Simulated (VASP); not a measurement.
The system is PtSe2.

```
Pt Se
1.0
     3.67367    0.00000    0.00000
    -1.83683    3.18149    0.00000
     0.00000    0.00000    4.99359
Pt Se
1 2
Direct
  0.00000 0.00000 0.00000
  0.66667 0.33333 0.75000
  0.33333 0.66667 0.25000
```

Base run:

```yaml
Program: VASP 6.6.1
Functional: revPBE
Dispersion: D3(BJ)
Potentials_or_basis: VASP PAW PBE potentials, release 64 (Pt, Se)
Cutoff: 520 eV
k_mesh: 8 × 8 × 5
Occupations: fermi-dirac, width 0.05 eV
Spin: no spin polarisation
```

Its results: band gap on the k mesh zero (bands 11 and 12 overlap by 0.28 eV); pressure 7.7 GPa; largest force 1.261 eV/Å.

Task: The run is repeated on the same cell with these changes: functional from revPBE to BLYP. What comes out?

Result: Band gap on the k mesh zero (bands 11 and 12 overlap by 0.24 eV); pressure 13.1 GPa; largest force 1.757 eV/Å.

Caveats: the cell stands under pressure; the PAW data sets were made with another functional, which shifts forces and pressure a little; spin-orbit coupling is left out, which moves the levels of the heavy elements.
